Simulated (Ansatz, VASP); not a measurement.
## One calculation of C, two programs

INCAR

```
ALGO = Normal
EDIFF = 1E-7
EDIFFG = -0.01
ENCUT = 600
GGA = PE
IBRION = 2
ISIF = 3
ISMEAR = 0
IVDW = 12
LASPH = T
LCHARG = F
LREAL = F
LWAVE = F
NELM = 100
NSW = 80
PREC = Accurate
SIGMA = 0.01
```

The input KPOINTS:

```
k-points
0
Gamma
  8 8 8
```

The input POSCAR:

```
C
1.0
    0.0000000000      1.7833700000      1.7833700000
    1.7833700000      0.0000000000      1.7833700000
    1.7833700000      1.7833700000      0.0000000000
C
2
Direct
    0.0000000000      0.0000000000      0.0000000000
    0.2500000000      0.2500000000      0.2500000000
```

Input for Ansatz:

```yaml
crystal:
  lattice:
    - [0.0, 1.78337, 1.78337]
    - [1.78337, 0.0, 1.78337]
    - [1.78337, 1.78337, 0.0]
  atoms:
    - { symbol: C, position: [0.0, 0.0, 0.0] }
    - { symbol: C, position: [0.25, 0.25, 0.25] }
kpoints:
  mp_grid:
    grid: [8, 8, 8]
hamiltonian:
  xc: pbe
  dispersion: d3bj
scf:
  occupations:
    method: fixed
relax:
  cell: {}
```

Alike in both runs: task relaxation of cell and atoms; functional PBE; dispersion D3(BJ); k mesh 8 × 8 × 8; no spin polarisation.

```csv
,VASP,Ansatz
version,VASP 6.6.1,Ansatz 0.2.0
potentials or method,"VASP PAW PBE potentials, release 64 (C)","plane waves, PAW"
plane-wave cutoff (eV),600,420
occupations,"gaussian, width 0.01 eV",fixed
valence electrons in the cell,8,8
```

|  | VASP | Ansatz | Ansatz less VASP |
| --- | --- | --- | --- |
| relaxed volume (Å³/atom) | 5.63 | 5.63 | 0.000 |
| relaxed cell length with the largest relative difference (Å) | 2.515 | 2.515 | 0.0000 |
